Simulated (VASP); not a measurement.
# Tl in VASP: notebook

The runs below take Tl through single point, with PBE.

Program: VASP 6.6.1. These are calculated values, not measurements. Logs are shortened: lines on timing, memory, paths and dates and some standing lists are left out, and cuts for length are marked.

### 1 The cell of the first run

It takes space group Fm-3m (No. 225, cubic). Conventional cell: a = 4.330 Å, b = 4.330 Å, c = 4.330 Å, α = 90.00°, β = 90.00°, γ = 90.00°. Within 4.0 Å of Tl (site symmetry m-3m) lie 12 Tl at 3.06 Å.

This isn't the form of Tl at room conditions, which is hcp.

### 2 Single point, PBE

INCAR reads:

```
PREC = Accurate ; ENCUT = 520
EDIFF = 1E-7 ; ISMEAR = -1
SIGMA = 0.05 ; LREAL = F
LASPH = T ; NELM = 100
ALGO = Normal ; ISIF = 2
LWAVE = F ; LCHARG = F
GGA = PE ; NBANDS = 12
```

KPOINTS reads:

```
Automatic mesh
0
Gamma
  10 10 10
```

POSCAR reads:

```
Tl
1.0
    0.0000000000      2.1650000000      2.1650000000
    2.1650000000      0.0000000000      2.1650000000
    2.1650000000      2.1650000000      0.0000000000
Tl
1
Direct
    0.0000000000      0.0000000000      0.0000000000
```

Potentials or basis: VASP PAW PBE potentials, release 64 (Tl_d).

Launch:

```
$ cat potpaw_PBE.64/Tl_d/POTCAR > POTCAR
$ mpirun -np 1 vasp_std > vasp.out
```

OUTCAR:

```text
PREC = Accurate
   ENCUT = 520
   EDIFF = 1E-7
   ISMEAR = -1
   LREAL = F
   LASPH = T
   NELM = 100
   ISIF = 2
   GGA = PE

 ion  position               nearest neighbor table
   1  0.000  0.000  0.000-

  LATTYP: Found a face centered cubic cell.
 ALAT       =     4.3300000000

  Lattice vectors:

 A1 = (   0.0000000000,   2.1650000000,   2.1650000000)
 A2 = (   2.1650000000,   0.0000000000,   2.1650000000)
 A3 = (   2.1650000000,   2.1650000000,   0.0000000000)

Analysis of symmetry for initial positions (statically):
=====================================================================
 Subroutine PRICEL returns:
 Original cell was already a primitive cell.

 Routine SETGRP: Setting up the symmetry group for a
 face centered cubic supercell.

 Subroutine GETGRP returns: Found 48 space group operations
 (whereof 48 operations were pure point group operations)
 out of a pool of 48 trial point group operations.

The static configuration has the point symmetry O_h .

Analysis of symmetry for dynamics (positions and initial velocities):
=====================================================================
 Subroutine PRICEL returns:
 Original cell was already a primitive cell.

 Routine SETGRP: Setting up the symmetry group for a
 face centered cubic supercell.

 Subroutine GETGRP returns: Found 48 space group operations
 (whereof 48 operations were pure point group operations)
 out of a pool of 48 trial point group operations.

The dynamic configuration has the point symmetry O_h .

 Subroutine INISYM returns: Found 48 space group operations
 (whereof 48 operations are pure point group operations),
 and found     1 'primitive' translations

----------------------------------------------------------------------------------------

                                     Primitive cell

  volume of cell :      20.2957

  direct lattice vectors                    reciprocal lattice vectors
     0.000000000  2.165000000  2.165000000    -0.230946882  0.230946882  0.230946882
     2.165000000  0.000000000  2.165000000     0.230946882 -0.230946882  0.230946882
     2.165000000  2.165000000  0.000000000     0.230946882  0.230946882 -0.230946882

  length of vectors
     3.061772363  3.061772363  3.061772363     0.400011734  0.400011734  0.400011734

  position of ions in fractional coordinates (direct lattice)
     0.000000000  0.000000000  0.000000000

  ion indices of the primitive-cell ions
   primitive index   ion index
                 1           1

----------------------------------------------------------------------------------------

 KPOINTS: Automatic mesh

Automatic generation of k-mesh.
 Grid dimensions read from file:
 generate k-points for:   10   10   10

 Generating k-lattice:

  Cartesian coordinates                     Fractional coordinates (reciprocal lattice)
    -0.023094688  0.023094688  0.023094688     0.100000000  0.000000000  0.000000000
     0.023094688 -0.023094688  0.023094688     0.000000000  0.100000000  0.000000000
     0.023094688  0.023094688 -0.023094688     0.000000000  0.000000000  0.100000000

  Length of vectors
     0.040001173  0.040001173  0.040001173

  Shift w.r.t. Gamma in fractional coordinates (k-lattice)
     0.000000000  0.000000000  0.000000000

 Subroutine IBZKPT returns following result:
 ===========================================

 Found     47 irreducible k-points:

 Following reciprocal coordinates:
            Coordinates               Weight
  0.000000  0.000000  0.000000      1.000000
  0.100000  0.000000  0.000000      8.000000
  0.200000  0.000000  0.000000      8.000000
  0.300000  0.000000  0.000000      8.000000
  0.400000  0.000000  0.000000      8.000000
  0.500000  0.000000  0.000000      4.000000
[... 16 lines left out ...]
  0.300000  0.300000  0.000000      6.000000
  0.400000  0.300000  0.000000     24.000000
 [... further k-points ...]
   k-points           NKPTS =     47   k-points in BZ     NKDIM =     47   number of bands    NBANDS=     12
   number of dos      NEDOS =    301   number of ions     NIONS =      1
   total plane-waves  NPLWV =  13824
   dimension x,y,z NGX =    24 NGY =   24 NGZ =   24
   dimension x,y,z NGXF=    48 NGYF=   48 NGZF=   48
   ions per type =               1
   NGX,Y,Z   is equivalent  to a cutoff of  13.03, 13.03, 13.03 a.u.
   NGXF,Y,Z  is equivalent  to a cutoff of  26.06, 26.06, 26.06 a.u.
 SYSTEM =  unknown system
   PREC   = accura    normal or accurate (medium, high low for compatibility)
   ISTART =      0    job   : 0-new  1-cont  2-samecut
   ICHARG =      2    charge: 1-file 2-atom 10-const
   ISPIN  =      1    spin polarized calculation?
   LNONCOLLINEAR =      F non collinear calculations
   LSORBIT =      F    spin-orbit coupling
   LASPH  =      T    aspherical Exc in radial PAW
   ENCUT  =  520.0 eV  38.22 Ry    6.18 a.u.   5.69  5.69  5.69*2*pi/ulx,y,z
   NELM   =    100;   NELMIN=  2; NELMDL= -5     # of ELM steps
   EDIFF  = 0.1E-06   stopping-criterion for ELM
   LREAL  =      F    real-space projection
   EDIFFG = 0.1E-05   stopping-criterion for IOM
   NSW    =      0    number of steps for IOM
   IBRION =     -1    ionic relax: 0-MD 1-quasi-New 2-CG
   NFREE  =      0    steps in history (QN), initial steepest desc. (CG)
   ISIF   =      2    stress and relaxation
   ISYM   =      2    0-nonsym 1-usesym 2-fastsym
   POTIM  = 0.5000    time-step for ionic-motion
   TEBEG  =    0.0;   TEEND  =   0.0 temperature during run
   PSTRESS=    0.0 pullay stress
   NELECT =      13.0000    total number of electrons
   NUPDOWN=      -1.0000    fix difference up-down
   EMIN   =  10.00;   EMAX   =-10.00  energy-range for DOS
   EFERMI =   0.00;   METHOD = LEGACY
   ISMEAR =    -1;   SIGMA  =   0.05  broadening in eV -4-tet -1-fermi 0-gaus
   EFERMI_NEDOS =   21; number of points for ismear=-14 and -15
   IALGO  =     38    algorithm
   IMIX   =      4    mixing-type and parameters
     AMIX     =   0.40;   BMIX     =  1.00
     AMIX_MAG =   1.60;   BMIX_MAG =  1.00
  volume/ion in A,a.u.               =      20.30       136.96
  Fermi-wavevector in a.u.,A,eV,Ry     =   1.411198  2.666778 27.095740  1.991481
  Thomas-Fermi vector in A             =   2.533074
   LORBIT       =      0    0 simple, 1 ext, 2 COOP (PROOUT), +10 PAW based schemes
   GGA     = PE    functional components
   LHFCALC =     F    Hartree Fock is set to
   AEXX    =    0.0000 exact exchange contribution
   IVDW    =     0    specifies the selected vdW correction
   LEPSILON=     F    determine dielectric tensor
   LRPA    =     F    only Hartree local field effects (RPA)
 non-spin polarized calculation
  energy-cutoff  :      520.00
  volume of cell :       20.30
 maximum number of plane-waves:       568
   NGX = 11   NGY = 11   NGZ = 11

 number of electron      13.0000002 magnetization

 Free energy of the ion-electron system (eV)
  ---------------------------------------------------
  ext. energy  EPLUGINS =         0.00000000
  ---------------------------------------------------
  free energy    TOTEN  =        -1.42353718 eV

  energy without entropy =       -1.42147343  energy(sigma->0) =       -1.42250531

 E-fermi :  11.0397     XC(G=0): -12.0249

 val. band max:       10.9877257275   @ k =   0.5000   0.3000   0.0000
 cond. band min:      11.2421378553   @ k =  -0.3000   0.4000   0.1000
 fundamental gap:      0.2544121278
 Fermi energy:        11.0397007084

 k-point     1 :       0.0000    0.0000    0.0000
  band No.  band energies     occupation
      1      -1.9603      2.00000
      2      -1.4459      2.00000
      3      -1.4459      2.00000
      4      -1.4459      2.00000
      5      -0.8085      2.00000
      6      -0.8085      2.00000
      7      22.0569      0.00000
      8      24.0157      0.00000
      9      24.0157      0.00000
     10      24.0157      0.00000
     11      29.0322      0.00000
     12      29.9972      0.00000

 k-point     2 :       0.1000    0.0000    0.0000
  band No.  band energies     occupation
      1      -1.7318      2.00000
      2      -1.4118      2.00000
      3      -1.3909      2.00000
      4      -1.3909      2.00000
      5      -0.8193      2.00000
      6      -0.8193      2.00000
      7      21.2296      0.00000
      8      22.5470      0.00000
      9      23.9624      0.00000
     10      23.9624      0.00000
     11      28.2708      0.00000
     12      29.3969      0.00000

 k-point     3 :       0.2000    0.0000    0.0000
  band No.  band energies     occupation
      1      -1.7692      2.00000
      2      -1.3075      2.00000
      3      -1.3075      2.00000
      4      -0.7787      2.00000
      5      -0.7787      2.00000
      6      -0.5613      2.00000
      7      17.3046      0.00000
      8      22.6226      0.00000
      9      23.6063      0.00000
     10      23.6063      0.00000
     11      27.0442      0.00000
     12      28.3585      0.00000
[... 286 lines left out ...]
 k-point    23 :       0.3000    0.3000    0.0000
  band No.  band energies     occupation
      1      -2.0173      2.00000
      2      -1.7628      2.00000
      3      -0.6389      2.00000
      4      -0.6389      2.00000
      5      -0.4782      2.00000
      6       1.8500      2.00000
      7      16.8822      0.00000
      8      17.8902      0.00000
      9      17.8902      0.00000
     10      21.0317      0.00000
     11      22.1613      0.00000
     12      32.8197      0.00000

 k-point    24 :       0.4000    0.3000    0.0000
  band No.  band energies     occupation
      1      -2.0792      2.00000
      2      -1.8612      2.00000
      3      -0.6115      2.00000
      4      -0.5739      2.00000
      5      -0.2934      2.00000
      6       3.4199      2.00000
      7      13.9270      0.00000
      8      16.1581      0.00000
      9      17.1943      0.00000
     10      21.3512      0.00000
     11      23.3531      0.00000
     12      32.5776      0.00000

 [... further k-points ...]

------------------------ aborting loop because EDIFF is reached ----------------------------------------

  FORCE on cell =-STRESS in cart. coord.  units (eV):
  Direction    XX          YY          ZZ          XY          YZ          ZX
  --------------------------------------------------------------------------------------
  -------------------------------------------------------------------------------------
  Total        4.7012412      4.7012412      4.7012412     -0.0000000      0.0000000      0.0000000
  in kB      371.1243212    371.1243212    371.1243212     -0.0000000      0.0000000      0.0000000
  external PRESSURE =     371.1243212 kB  Pullay stress =       0.0000000 kB

 VOLUME and BASIS-vectors are now :
 -----------------------------------------------------------------------------
  energy-cutoff  :      520.00
  volume of cell :       20.30
      direct lattice vectors                 reciprocal lattice vectors
     0.000000000  2.165000000  2.165000000    -0.230946882  0.230946882  0.230946882
     2.165000000  0.000000000  2.165000000     0.230946882 -0.230946882  0.230946882
     2.165000000  2.165000000  0.000000000     0.230946882  0.230946882 -0.230946882

 POSITION                                       TOTAL-FORCE (eV/Angst)
 -----------------------------------------------------------------------------------
      0.00000      0.00000      0.00000        -0.000000      0.000000     -0.000000
 -----------------------------------------------------------------------------------
    total drift:                                0.000000     -0.000000     -0.000000

  FREE ENERGIE OF THE ION-ELECTRON SYSTEM (eV)
  ---------------------------------------------------
  free  energy   TOTEN  =        -1.4235371768 eV

  energy  without entropy=       -1.4214734334  energy(sigma->0) =       -1.42250531
```

It took 6 s on 1 thread of Intel Xeon Platinum 8488C (Sapphire Rapids), shared host; peak memory 0.14 GiB.

Results:

```yaml
Free_energy: -1.4235 eV
Pressure: 37.1 GPa
Band_gap_on_the_k_mesh: zero (an odd number of electrons rules out a gap without spin polarisation)
```

Caveat: the cell stands under pressure; spin-orbit coupling is left out, which moves the levels of the heavy elements.

(Part 1 of 2 ends here.)
